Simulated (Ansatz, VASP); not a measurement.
**AlFe in VASP and in Ansatz**

Contents of INCAR:

```
SYSTEM = AlFe
  ALGO = Normal
  EDIFF = 1E-6
  ENCUT = 520
  GGA = PE
  ISIF = 2
  ISMEAR = -1
  ISPIN = 2
  LASPH = .TRUE.
  LCHARG = .TRUE.
  LELF = .TRUE.
  LMAXMIX = 4
  LORBIT = 11
  LREAL = .FALSE.
  LVHAR = .TRUE.
  LWAVE = .FALSE.
  MAGMOM = 0 3
  NBANDS = 16
  NELM = 150
  PREC = Accurate
  SIGMA = 0.1
```

Contents of KPOINTS:

```
k-points
0
G
  11 11 11
  0 0 0
```

Contents of POSCAR:

```
AlFe
1.0
    2.9100000000      0.0000000000      0.0000000000
    0.0000000000      2.9100000000      0.0000000000
    0.0000000000      0.0000000000      2.9100000000
Al Fe
1 1
Direct
    0.0000000000      0.0000000000      0.0000000000
    0.5000000000      0.5000000000      0.5000000000
```

Input for Ansatz:

```yaml
crystal:
  lattice:
    - [2.91, 0.0, 0.0]
    - [0.0, 2.91, 0.0]
    - [0.0, 0.0, 2.91]
  atoms:
    - { symbol: Al, position: [0.0, 0.0, 0.0] }
    - { symbol: Fe, position: [0.5, 0.5, 0.5], spin: 3.0 }
magnetization:
  spin_polarized: true
kpoints:
  mp_grid: { grid: [11, 11, 11] }
scf:
  occupations: { method: fermi_dirac, width: 0.1 }
  lower_state_search: "off"
hamiltonian:
  xc: pbe
  pseudopotentials: { kind: paw }
output:
  forces: true
  stress: true
  eigenvalues: true
  populations: true
```

Alike in both runs: task single point; functional PBE; k mesh 11 × 11 × 11; occupations fermi-dirac, width 0.1 eV; collinear spin.

|  | VASP | Ansatz |
| --- | --- | --- |
| version | VASP 6.6.1 | Ansatz 0.2.0 |
| potentials or method | VASP PAW PBE potentials, release 64 (Al, Fe) | PAW with Ansatz's default frozen-core files, scalar-relativistic |
| plane-wave cutoff (eV) | 520 | 420 |
| valence electrons in the cell | 11 | 19 |

|  | VASP | Ansatz | Ansatz less VASP |
| --- | --- | --- | --- |
| pressure (GPa) | -5.7 | -5.7 | -0.02 |
| net moment per atom (μB) | 0.36 | 0.36 | +0.001 |

VASP's potentials hold 11 valence electrons a cell and Ansatz's 19, so a difference there can come from the potentials and not from the codes.
